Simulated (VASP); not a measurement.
Here is a VASP 6.6.1 calculation.

The input INCAR:

```
SYSTEM = AlGa2As3
ALGO = Normal
EDIFF = 1E-6
ENCUT = 520
GGA = PE
ISIF = 2
ISMEAR = 0
LASPH = .TRUE.
LCHARG = .TRUE.
LELF = .TRUE.
LREAL = .FALSE.
LVHAR = .TRUE.
LWAVE = .FALSE.
NBANDS = 56
NELM = 60
PREC = Accurate
SIGMA = 0.02
```

KPOINTS

```
k-points
0
G
  12 12 2
  0 0 0
```

File POSCAR:

```
AlGa2As3
1.0
    4.0477417346      0.0000000289      0.0000000000
   -2.0238708923      3.5054471556      0.0000000000
    0.0000000000      0.0000000000     19.9902996000
Al Ga As
2 4 6
Direct
    0.3333333333      0.6666666667      0.3329000000
    0.6666666667      0.3333333333      0.8329000000
    0.3333333333      0.6666666667      0.6668980000
    0.3333333333      0.6666666667      0.9999880000
    0.6666666667      0.3333333333      0.1668980000
    0.6666666667      0.3333333333      0.4999880000
    0.3333333333      0.6666666667      0.1248240000
    0.3333333333      0.6666666667      0.4575930000
    0.3333333333      0.6666666667      0.7917980000
    0.6666666667      0.3333333333      0.2917980000
    0.6666666667      0.3333333333      0.6248240000
    0.6666666667      0.3333333333      0.9575930000
```

Potentials or basis: VASP PAW PBE potentials, release 64 (Al, Ga_d, As).

Run with:

```bash
$ cat potpaw_PBE.64/Al/POTCAR potpaw_PBE.64/Ga_d/POTCAR potpaw_PBE.64/As/POTCAR > POTCAR
$ mpirun -np 1 vasp_std > vasp.out
```

**Question.** Predict the largest force.

**Answer.** 0.005 eV/Å.

**Question.** Estimate the pressure.

**Answer.** 0.2 GPa.

**Question.** Estimate the band gap on the k mesh.

**Answer.** 0.52 eV.

Forces on the atoms (eV/Å):
```
Al   0.000  0.000  0.003
Al   0.000  0.000  0.003
Ga   0.000  0.000  0.000
Ga   0.000  0.000  0.001
Ga   0.000  0.000  0.000
Ga   0.000  0.000  0.001
As   0.000  0.000 -0.001
As   0.000  0.000 -0.005
As   0.000  0.000  0.002
As   0.000  0.000  0.002
As   0.000  0.000 -0.001
As   0.000  0.000 -0.005
```

Caveat: semilocal functionals underestimate gaps, and a narrow one can read as zero. A k mesh can miss the band edges.
